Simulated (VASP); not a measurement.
A run of VASP 6.6.1:

Contents of INCAR:

```
SYSTEM = RbPd
PREC     = Accurate       ! precision mode
ENCUT    = 500            ! plane-wave cutoff, eV
EDIFF    = 1E-6           ! SCF threshold, eV
ISMEAR   = 0              ! smearing method
SIGMA    = 0.1            ! smearing width, eV
LREAL    = .FALSE.        ! projectors in reciprocal space
LASPH    = .TRUE.         ! aspherical terms in the spheres
NELM     = 120            ! most SCF steps
ALGO     = Normal         ! electronic algorithm
ISIF     = 2              ! what is computed and relaxed
LWAVE    = .FALSE.        ! write WAVECAR
LCHARG   = .TRUE.         ! write CHGCAR
GGA      = PE             ! functional
LELF     = .TRUE.         ! ELF
LVHAR    = .TRUE.       
NBANDS   = 16             ! bands
GGA_COMPAT= .FALSE.
```

Contents of KPOINTS:

```
regular mesh
0
G
  18 18 10
  0 0 0
```

The input POSCAR:

```
RbPd
1.0
    3.4459212152      0.0000000000      0.0000000000
   -1.7229606076      2.9842553118      0.0000000000
    0.0000000000      0.0000000000      5.3185498217
Rb Pd
1 1
Direct
    0.3333333333      0.6666666667      0.5000000000
    0.0000000000      0.0000000000      0.0000000000
```

Potentials or basis: VASP PAW PBE potentials, release 64 (Rb_sv, Pd).

Command:

```console
$ cat potpaw_PBE.64/Rb_sv/POTCAR potpaw_PBE.64/Pd/POTCAR > POTCAR
$ mpirun -np 1 vasp_std > vasp.out
```

Hardware: 1 thread of Intel(R) Xeon(R) 6975P-C (Granite Rapids), with other jobs on the host.

Task: How long does it take, and how much memory?

Result: Wall time 79 s on 1 thread of Intel(R) Xeon(R) 6975P-C (Granite Rapids) (shared host), peak memory 0.32 GiB. Counts: scf iterations 13, k points 222.
